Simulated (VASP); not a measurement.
Ir, 1 atom in the cell. The structure is cubic, space group Fm-3m (No. 225). The conventional cell has a = 3.854 Å, b = 3.854 Å, c = 3.854 Å, α = 90.00°, β = 90.00°, γ = 90.00°. Within 3.6 Å of Ir (site symmetry m-3m) lie 12 Ir at 2.73 Å. 

| Property | Result |
| --- | --- |
| Program | VASP 6.6.1 |
| Task | single point |
| Functional | PBE |
| Dispersion | D3(BJ) |
| Potentials or basis | VASP PAW PBE potentials, release 64 (Ir_sv_GW) |
| Cutoff | 560 eV |
| k mesh | 3 × 3 × 3 |
| Occupations | tetrahedron |
| Spin | no spin polarisation |
| Dipole correction | no |
| Further INCAR settings | ALGO = Normal; EDIFF = 1e-06; NBANDS = 14 |

Potentials or basis: VASP PAW PBE potentials, release 64 (Ir_sv_GW).

Run with:

```bash
$ cat potpaw_PBE.64/Ir_sv_GW/POTCAR > POTCAR
$ mpirun -np 1 vasp_std > vasp.out
```

Hardware: 1 thread of Intel(R) Xeon(R) Platinum 8259CL CPU @ 2.50GHz (Skylake/Cascade Lake) (shared host).

Estimate the wall time of this run.

Wall time 4.7 s on 1 thread of Intel(R) Xeon(R) Platinum 8259CL CPU @ 2.50GHz (Skylake/Cascade Lake) (shared host), peak memory 0.15 GiB. Counts: scf iterations 12, k points 4.
